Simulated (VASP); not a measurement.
Set up this calculation in VASP 6.6.1, as the native input.

| Quantity | Value |
| --- | --- |
| Task | relaxation of cell and atoms |
| Functional | PBEsol |
| Potentials or basis | VASP PAW PBE potentials, release 64 (Cu, O) |
| Cutoff | 600 eV |
| k mesh | 9 × 9 × 5 |
| Occupations | fermi-dirac, width 0.05 eV |
| Spin | no spin polarisation |
| Dipole correction | no |
| Further INCAR settings | ALGO = Normal; EDIFF = 1e-06; IBRION = 2; EDIFFG = -0.01; NSW = 60; ISIF = 3 |

The structure of CuO lies in POSCAR:

```
CuO
1.0
    1.9909680000     -2.1535500000      0.0000000000
    1.9909680000      2.1535500000      0.0000000000
    0.0000000000      0.0000000000      5.1559280000
Cu O
2 2
Direct
    0.5000000000      0.0000000000      0.0000000000
    0.0000000000      0.5000000000      0.5000000000
    0.5000000000      0.5000000000      0.2500000000
    0.5000000000      0.5000000000      0.7500000000
```

The input as run:

INCAR

```
PREC = Accurate ; ENCUT = 600
EDIFF = 1E-6 ; ISMEAR = -1
SIGMA = 0.05 ; LREAL = F
LASPH = T ; NELM = 100
ALGO = Normal ; ISIF = 3
LWAVE = F ; LCHARG = F
GGA = PS ; IBRION = 2
NSW = 60 ; EDIFFG = -0.01
```

KPOINTS

```
regular mesh
0
Gamma
  9 9 5
```

Potentials or basis: VASP PAW PBE potentials, release 64 (Cu, O).

Launch:

```sh
$ cat potpaw_PBE.64/Cu/POTCAR potpaw_PBE.64/O/POTCAR > POTCAR
$ mpirun -np 1 vasp_std > vasp.out
```

Results of the run:

| Quantity | Value |
| --- | --- |
| Relaxed volume | 10.70 Å³/atom |
| Relaxed cell | a = 2.899 Å, b = 2.899 Å, c = 5.096 Å, α = 90.00°, β = 90.00°, γ = 90.22° |
| Space group after relaxing (to 0.05 Å) | P4_2/mmc (No. 131) |
| Energy gained by relaxing | 7.9 meV/atom |
| Ionic steps | 19 |
| Pressure after relaxing | 0.0 GPa |
| Band gap on the k mesh | zero (band 17 reaches 5.86 eV, above the bottom of band 18 at 4.88 eV) |

Caveat: the PAW data sets were made with another functional, which shifts forces and pressure a little; semilocal functionals often make such compounds metallic where correlation or magnetic order opens a gap, which also shifts bond lengths.

Wall time 11 min on 1 thread of Intel(R) Xeon(R) Platinum 8259CL CPU @ 2.50GHz (Skylake/Cascade Lake), on a shared host, peak memory 0.22 GiB.
